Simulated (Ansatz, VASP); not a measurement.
Two plane-wave programs on Hg

```
Hg
1.0
    -1.85137    1.85137    1.89094
     1.85137   -1.85137    1.89094
     1.85137    1.85137   -1.89094
Hg
1
Direct
  0.50000 0.50000 0.00000
```

Alike in both runs: functional RPBE; k mesh 6 × 6 × 6; occupations fermi-dirac, width 0.01 eV; no spin polarisation.

|  | VASP | Ansatz |
| --- | --- | --- |
| version | VASP 6.6.1 | Ansatz 0.2.0 |
| potentials or method | VASP PAW PBE potentials, release 64 (Hg) | SPMS NC |
| plane-wave cutoff (eV) | 520 | 626 |
| valence electrons in the cell | 12 | 20 |
| task | single point | density of states |

Ansatz gave:

| Quantity | Value |
| --- | --- |
| gap on the k mesh at the Fermi level (eV) | none |
| pressure (GPa) | 3.2 |

Problem. Which values does VASP return?

Solution. gap on the k mesh at the Fermi level (eV): none; pressure (GPa): 3.4.

VASP's potentials were made for PBE, not for RPBE. A gap of «none» marks a metal or a gap that the smearing closes. The functional is the same, so the differences come from potentials, cutoffs and numerics. VASP's potentials hold 12 valence electrons a cell and Ansatz's 20, so a difference there can come from the potentials and not from the codes.

The k mesh is coarse, so the values compare programs but aren't converged. Spin-orbit coupling is off throughout. Noted on Ansatz's run: the potentials were made for another functional, which shifts forces and pressure.
